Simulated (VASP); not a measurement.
Set up this calculation in VASP 6.6.1, as the native input.

```
Task                   : single point
Functional             : LDA
Potentials or basis    : VASP PAW LDA potentials, release 64 (Ti_sv)
Cutoff                 : 520 eV
k mesh                 : 23 × 23 × 23
Occupations            : fermi-dirac, width 0.1 eV
Spin                   : no spin polarisation
Dipole correction      : no
Further INCAR settings : ALGO = Normal; EDIFF = 1e-06; NBANDS = 12
```

The structure of Ti lies in POSCAR:

```
Ti
1.0
   -1.5843908646      1.5843908646      1.5843908646
    1.5843908646     -1.5843908646      1.5843908646
    1.5843908646      1.5843908646     -1.5843908646
Ti
1
Direct
    0.0000000000      0.0000000000      0.0000000000
```

These files were run (other wordings do the same):

INCAR

```
SYSTEM = Ti
PREC     = Accurate       ! precision mode
ENCUT    = 520            ! plane-wave cutoff, eV
EDIFF    = 1E-6           ! SCF threshold, eV
ISMEAR   = -1             ! smearing method
SIGMA    = 0.1            ! smearing width, eV
LREAL    = .False.        ! projectors in reciprocal space
LASPH    = .True.         ! aspherical terms in the spheres
NELM     = 100            ! most SCF steps
ALGO     = Normal         ! electronic algorithm
ISIF     = 2              ! what is computed and relaxed
LWAVE    = .False.        ! write WAVECAR
LCHARG   = .True.         ! write CHGCAR
LELF     = .True.         ! ELF
LVHAR    = .True.       
NBANDS   = 12             ! bands
```

KPOINTS

```
regular mesh
0
Gamma
  23 23 23
  0 0 0
```

Potentials or basis: VASP PAW LDA potentials, release 64 (Ti_sv).

Command:

```console
$ cat potpaw_LDA.64/Ti_sv/POTCAR > POTCAR
$ mpirun -np 1 vasp_std > vasp.out
```

Results of the run:

```
Pressure               : -0.1 GPa
Band gap on the k mesh : zero (band 6 reaches 9.82 eV, above the bottom of band 7 at 8.14 eV)
```

Wall time 19 s on 1 thread of Intel(R) Xeon(R) 6975P-C (Granite Rapids), on a shared host, peak memory 0.17 GiB.
